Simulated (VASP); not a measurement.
Runs of VASP 6.6.1 on Co. The structure is that of space group P6/mmm (No. 191), or close to it. The cells are those of the table. This isn't the form of Co at room conditions, which is hcp.

```tsv
task	spin	cell	k mesh	cutoff (eV)	smearing	gap on the mesh (eV)	pressure (GPa)	moment (μB)	relaxed volume (Å³/atom)
single point	off	a = 3.961, b = 3.961, c = 2.428 Å, angles 90.0, 90.0, 120.0°, 3 atoms	11 × 11 × 15	520	fermi-dirac 0.1 eV	none	(a)	-	-
relaxation of cell and atoms	off	relaxed from a = 3.970, b = 3.970, c = 2.434 Å, angles 90.0, 90.0, 120.0°, 3 atoms	9 × 9 × 13	600	fermi-dirac 0.1 eV	none	-0.1	-	(c)
single point	collinear, ferromagnetic start	a = 4.116, b = 4.116, c = 2.533 Å, angles 90.0, 90.0, 120.0°, 3 atoms	10 × 10 × 14	520	fermi-dirac 0.05 eV	none	-18.0	5.15	-
single point	off	a = 3.802, b = 3.802, c = 2.331 Å, angles 90.0, 90.0, 120.0°, 3 atoms	11 × 11 × 15	520	fermi-dirac 0.1 eV	none	(b)	-	-
single point	off	a = 4.060, b = 4.060, c = 2.489 Å, angles 90.0, 90.0, 120.0°, 3 atoms	11 × 11 × 15	520	fermi-dirac 0.1 eV	none	-20.6	-	-
single point	off	a = 3.746, b = 3.746, c = 2.296 Å, angles 90.0, 90.0, 120.0°, 3 atoms	11 × 11 × 15	520	fermi-dirac 0.1 eV	none	39.4	-	-
single point	collinear, ferromagnetic start	a = 3.963, b = 3.963, c = 2.439 Å, angles 90.0, 90.0, 120.0°, 3 atoms	12 × 12 × 17	520	fermi-dirac 0.05 eV	none	-0.7	4.95	-
single point	off	a = 3.910, b = 3.910, c = 2.396 Å, angles 90.0, 90.0, 120.0°, 3 atoms	12 × 12 × 17	520	fermi-dirac 0.1 eV	none	-0.6	-	-
single point	off	a = 3.857, b = 3.857, c = 2.364 Å, angles 90.0, 90.0, 120.0°, 3 atoms	11 × 11 × 15	520	fermi-dirac 0.1 eV	none	9.7	-	-
single point	off	a = 3.910, b = 3.910, c = 2.396 Å, angles 90.0, 90.0, 120.0°, 3 atoms	11 × 11 × 15	520	fermi-dirac 0.1 eV	none	-0.7	-	-
relaxation of cell and atoms	collinear, ferromagnetic start	relaxed from a = 3.970, b = 3.970, c = 2.434 Å, angles 90.0, 90.0, 120.0°, 3 atoms	9 × 9 × 13	600	fermi-dirac 0.05 eV	none	0.0	4.96	11.02
single point	off	a = 4.011, b = 4.011, c = 2.459 Å, angles 90.0, 90.0, 120.0°, 3 atoms	11 × 11 × 15	520	fermi-dirac 0.1 eV	none	(d)	-	-
```

Alike in all rows: level PBE; potentials or basis VASP PAW PBE potentials, release 64 (Co).

Problem. Estimate the missing entries.

Solution. (a) -8.9; (b) 22.8; (c) 10.54; (d) -15.4.

Caveats: the cell stands under tension (at least some runs); the cell stands under pressure (at least some runs).

A gap of «none» marks levels without a gap at the run's occupations.
